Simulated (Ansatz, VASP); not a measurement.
# One calculation of GaP, two programs

The input INCAR:

```
SYSTEM = GaP
  ALGO = Normal
  EDIFF = 1E-6
  ENCUT = 500
  GGA = PE
  GGA_COMPAT = .False.
  ISIF = 2
  ISMEAR = 0
  LASPH = .True.
  LCHARG = .True.
  LELF = .True.
  LREAL = .False.
  LVHAR = .True.
  LWAVE = .False.
  NBANDS = 16
  NELM = 120
  PREC = Accurate
  SIGMA = 0.02
```

File KPOINTS:

```
k-points
0
Gamma
  6 6 6
  0 0 0
```

Contents of POSCAR:

```
GaP
1.0
    0.0000000000      2.7598000000      2.7598000000
    2.7598000000      0.0000000000      2.7598000000
    2.7598000000      2.7598000000      0.0000000000
Ga P
1 1
Direct
    0.0000000000      0.0000000000      0.0000000000
    0.2500000000      0.2500000000      0.2500000000
```

Input for Ansatz:

```yaml
crystal:
  lattice:
    - [0.0, 2.7598, 2.7598]
    - [2.7598, 0.0, 2.7598]
    - [2.7598, 2.7598, 0.0]
  atoms:
    - { symbol: Ga, position: [0.0, 0.0, 0.0] }
    - { symbol: P, position: [0.25, 0.25, 0.25] }
basis:
  ecutwfc: 420
kpoints:
  mp_grid: { grid: [6, 6, 6] }
hamiltonian:
  xc: pbe
scf:
  occupations: { method: gaussian, width: 0.02 }
output:
  forces: true
  stress: true
  eigenvalues: true
```

Alike in both runs: task single point; functional PBE; k mesh 6 × 6 × 6; occupations gaussian, width 0.02 eV; no spin polarisation.

|  | VASP | Ansatz |
| --- | --- | --- |
| version | VASP 6.6.1 | Ansatz 0.2.0 |
| potentials or method | VASP PAW PBE potentials, release 64 (Ga_d, P), cutoff 500 eV | scalar-relativistic, plane waves, PAW |
| valence electrons in the cell | 18 | 18 |

VASP gave:

| Quantity | Value |
| --- | --- |
| gap on the k mesh at the Fermi level (eV) | 1.51 |
| least direct gap on the mesh (eV) | 1.51 |
| pressure (GPa) | -0.6 |

Question: Estimate Ansatz's values.

Answer: gap on the k mesh at the Fermi level (eV): 1.52; least direct gap on the mesh (eV): 1.52; pressure (GPa): -0.5.

With one functional, cell and mesh, what is left measures potentials, basis and numerics.
